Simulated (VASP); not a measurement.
PbS:

```
Pb S
1.0
     3.65366    0.00000    0.00000
     0.00000    3.65366    0.00000
     0.00000    0.00000    3.65366
Pb S
1 1
Direct
  0.00000 0.00000 0.00000
  0.50000 0.50000 0.50000
```

Base run:

| Property | Result |
| --- | --- |
| Program | VASP 6.6.1 |
| Functional | PBE |
| Potentials or basis | VASP PAW PBE potentials, release 64 (Pb_d, S) |
| Cutoff | 520 eV |
| k mesh | 12 × 12 × 12 |
| Occupations | fermi-dirac, width 0.05 eV |
| Spin | no spin polarisation |

Its results: band gap on the k mesh zero (bands 10 and 11 overlap by 0.47 eV); pressure -0.1 GPa.

**Question.** After a change of settings the same cell gave: band gap on the k mesh zero (bands 10 and 11 overlap by 1.05 eV); pressure 2.7 GPa. Which change was it?
A. k mesh from 12 × 12 × 12 to 8 × 8 × 8
B. k mesh from 12 × 12 × 12 to 10 × 10 × 10; further incar settings from ALGO = Normal; EDIFF = 1e-06; NBANDS = 17 to ALGO = Normal; EDIFF = 1e-07; NBANDS = 17
C. functional from PBE to HF; k mesh from 12 × 12 × 12 to 4 × 4 × 4
D. functional from PBE to PBE0; cutoff from 520 eV to 400 eV; k mesh from 12 × 12 × 12 to 6 × 6 × 6

**Answer.** C.

Caveats: some runs use coarse meshes; spin-orbit coupling is left out, which moves the levels of the heavy elements; semilocal functionals underestimate gaps, so a narrow gap can read as zero (at least some runs); the PAW data sets were made with another functional, which shifts forces and pressure a little (at least some runs).
